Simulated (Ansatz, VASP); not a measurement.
## One calculation of Be3CdF2, two programs

```
Be Cd F
1.0
     4.25426    0.00000    0.00000
    -2.12713    3.68430    0.00000
     0.00000    0.00000    4.79679
Be Cd F
3 1 2
Direct
  0.50000 0.00000 0.50000
  0.50000 0.50000 0.50000
  0.00000 0.50000 0.50000
  0.00000 0.00000 0.00000
  0.33333 0.66667 0.00000
  0.66667 0.33333 0.00000
```

Change from the starting cell: species swapped into the LaAl2Ag3 type (P6/mmm, No. 191).

Alike in both runs: functional PBE; k mesh 6 × 6 × 6; occupations gaussian, width 0.1 eV; no spin polarisation.

Ansatz relaxed the structure, and its values are those at the end. VASP's run is a single point on that final structure, the one shown.

|  | VASP | Ansatz |
| --- | --- | --- |
| version | VASP 6.6.1 | Ansatz 0.2.0 |
| potentials or method | VASP PAW PBE potentials, release 64 (Be, Cd_sv_GW, F), cutoff 600 eV | scalar-relativistic, plane waves, PAW |
| valence electrons in the cell | 40 | 40 |

|  | VASP | Ansatz | Ansatz less VASP |
| --- | --- | --- | --- |
| gap on the k mesh at the Fermi level (eV) | none | none | - |
| pressure (GPa) | -0.4 | 0.0 | +0.38 |

A gap of «none» marks a metal or a gap that the smearing closes. With one functional, cell and mesh, what is left measures potentials, basis and numerics.
